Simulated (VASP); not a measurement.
A run of VASP 6.6.1:

Contents of INCAR:

```
SYSTEM = NaSnCl3
ALGO     = Normal         ! electronic algorithm
EDIFF    = 1E-7           ! SCF threshold, eV
ENCUT    = 520            ! plane-wave cutoff, eV
GGA      = PE             ! functional
ISIF     = 2              ! what is computed and relaxed
ISMEAR   = -1             ! smearing method
LASPH    = .True.         ! aspherical terms in the spheres
LCHARG   = .False.        ! write CHGCAR
LREAL    = .False.        ! projectors in reciprocal space
LWAVE    = .False.        ! write WAVECAR
NBANDS   = 29             ! bands
NELM     = 60             ! most SCF steps
PREC     = Accurate       ! precision mode
SIGMA    = 0.02           ! smearing width, eV
```

Contents of KPOINTS:

```
k-points
0
Gamma
  6 6 6
  0 0 0
```

POSCAR

```
NaSnCl3
1.0
    5.3068889617      0.0000000000      0.0000000000
    0.0000000000      5.3068889617      0.0000000000
    0.0000000000      0.0000000000      5.6029650467
Na Sn Cl
1 1 3
Direct
    0.0000000000      0.0000000000      0.0000000000
    0.5000000000      0.5000000000      0.5000000000
    0.5000000000      0.5000000000      0.0000000000
    0.5000000000      0.0000000000      0.5000000000
    0.0000000000      0.5000000000      0.5000000000
```

Potentials or basis: VASP PAW PBE potentials, release 64 (Na_pv, Sn_d, Cl).

Command:

```sh
$ cat potpaw_PBE.64/Na_pv/POTCAR potpaw_PBE.64/Sn_d/POTCAR potpaw_PBE.64/Cl/POTCAR > POTCAR
$ mpirun -np 1 vasp_std > vasp.out
```

Hardware: 1 thread of Intel Xeon 8259CL (shared host).

**Question.** How long does it take, and how much memory?

**Answer.** Wall time 4.2 min on 1 thread of Intel Xeon 8259CL, with other jobs on the host, peak memory 0.34 GiB. Counts: scf iterations 15, k points 40.
